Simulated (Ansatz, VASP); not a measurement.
## SnO: VASP beside Ansatz

```xyz
2
Lattice="0.0000 2.5591 2.5591 2.5591 0.0000 2.5591 2.5591 2.5591 0.0000" Properties=species:S:1:pos:R:3 pbc="T T T"
Sn    0.0000    0.0000    0.0000
O     2.5591    2.5591    2.5591
```

Alike in both runs: functional PBE; k mesh 10 × 10 × 10; occupations gaussian, width 0.02 eV; no spin polarisation.

Ansatz relaxed the structure, and its values are those at the end. VASP's run is a single point on that final structure, the one shown.

|  | VASP | Ansatz |
| --- | --- | --- |
| version | VASP 6.6.1 | Ansatz 0.2.0 |
| potentials or method | VASP PAW PBE potentials, release 64 (Sn_d, O), cutoff 520 eV | scalar-relativistic, plane waves, PAW |
| valence electrons in the cell | 20 | 20 |

|  | VASP | Ansatz | Ansatz less VASP |
| --- | --- | --- | --- |
| gap on the k mesh at the Fermi level (eV) | 0.69 | 0.69 | 0.000 |
| least direct gap on the mesh (eV) | 0.74 | 0.74 | +0.002 |
| pressure (GPa) | -0.1 | 0.0 | +0.08 |

The functional is the same, so the differences come from potentials, cutoffs and numerics.
